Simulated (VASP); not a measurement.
**SiGe5: single point with PBE**

SiGe5:

```
CELL_PARAMETERS angstrom
0.00000 0.00000 -5.70502
2.01647 -6.04874 2.85251
-8.06587 0.00000 0.00000
ATOMIC_POSITIONS crystal
Si 0.00002 0.00000 0.50000
Si 0.00002 0.00000 0.00000
Ge 0.33391 0.66781 0.66695
Ge 0.33391 0.66781 0.16695
Ge 0.91798 0.32752 0.58188
Ge 0.91798 0.32752 0.08188
Ge 0.66611 0.33219 0.83305
Ge 0.66611 0.33219 0.33305
Ge 0.59046 0.67248 0.91812
Ge 0.59046 0.67248 0.41812
Ge 0.24153 0.00000 0.75000
Ge 0.24153 0.00000 0.25000
```

```
Program             : VASP 6.6.1
Task                : single point
Functional          : PBE
Potentials or basis : VASP PAW PBE potentials, release 64 (Si, Ge_d)
Cutoff              : 520 eV
k mesh              : 4 × 4 × 4
Occupations         : gaussian, width 0.2 eV
Spin                : no spin polarisation
```

The pressure is 0.0 GPa. The largest force is 0.009 eV/Å and the band gap on the k mesh is 0.14 eV.

Forces in eV/Å, atoms in the order of the input:
```
Si   0.000  0.000  0.003
Si   0.000  0.000  0.003
Ge   0.001  0.003  0.001
Ge   0.001  0.003  0.001
Ge   0.000  0.008 -0.005
Ge   0.000  0.008 -0.005
Ge  -0.001 -0.003  0.001
Ge  -0.001 -0.003  0.001
Ge   0.000 -0.008 -0.005
Ge   0.000 -0.008 -0.005
Ge   0.000  0.000  0.005
Ge   0.000  0.000  0.005
```

Levels at points of the mesh, in eV from the valence-band top:
```csv
k point,band 71,band 72,band 73,band 74,band 75,band 76,band 77,band 78
"(0.00, 0.00, 0.00)",-2.06,-0.02,-0.01,0.00,0.14,0.76,0.80,1.31
"(0.50, 0.00, 0.00)",-1.32,-1.32,-1.31,-1.27,0.24,0.25,1.66,1.88
"(0.00, 0.50, 0.00)",-2.33,-2.26,-0.77,-0.53,0.72,0.76,0.80,0.84
"(0.00, 0.00, 0.50)",-1.65,-1.65,-0.83,-0.83,2.21,2.21,2.22,2.22
"(0.50, 0.00, 0.50)",-1.46,-1.46,-1.37,-1.37,1.77,1.77,1.96,1.96
"(0.00, 0.50, 0.50)",-1.92,-1.92,-1.91,-1.91,1.05,1.05,1.32,1.32
```

Run time: 13 min on 1 thread of Oxide Virtual Turin-like Processor (shared host), peak memory 0.55 GiB.

A k mesh can miss the band edges.
